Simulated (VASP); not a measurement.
Input of a VASP 6.6.1 run:

Contents of INCAR:

```
SYSTEM = SnO2
  PREC = Accurate
  ENCUT = 520
  EDIFF = 1E-6
  ISMEAR = 0
  SIGMA = 0.05
  LREAL = .FALSE.
  LASPH = .TRUE.
  NELM = 80
  ALGO = Normal
  ISIF = 2
  LWAVE = .FALSE.
  LCHARG = .TRUE.
  GGA = PS
  LELF = .TRUE.
  LVHAR = .TRUE.
  NBANDS = 20
```

Contents of KPOINTS:

```
Automatic mesh
0
G
  12 12 12
  0 0 0
```

File POSCAR:

```
SnO2
1.0
    1.6589000000      0.9577663616      4.7632000000
   -1.6589000000      0.9577663616      4.7632000000
    0.0000000000     -1.9155327231      4.7632000000
Sn O
1 2
Direct
    0.5000000000      0.5000000000      0.5000000000
    0.2414378084      0.2414378084      0.2414378084
    0.7585621916      0.7585621916      0.7585621916
```

Potentials or basis: VASP PAW PBE potentials, release 64 (Sn_d, O).

Command:

```bash
$ cat potpaw_PBE.64/Sn_d/POTCAR potpaw_PBE.64/O/POTCAR > POTCAR
$ mpirun -np 1 vasp_std > vasp.out
```

**Question.** What does it give for the band gap on the k mesh?

**Answer.** 1.22 eV (least direct gap 1.22 eV).

**Question.** Predict the pressure.

**Answer.** -14.8 GPa.

**Question.** Estimate the largest force.

**Answer.** 1.326 eV/Å.

Stress tensor (GPa, compression positive):
```
-16.63   0.00   0.00
  0.00 -16.63   0.00
  0.00   0.00 -11.19
```

Caveat: the cell stands under tension; the PAW data sets were made with another functional, which shifts forces and pressure a little; spin-orbit coupling is left out, which moves the levels of the heavy elements. A k mesh can miss the band edges.
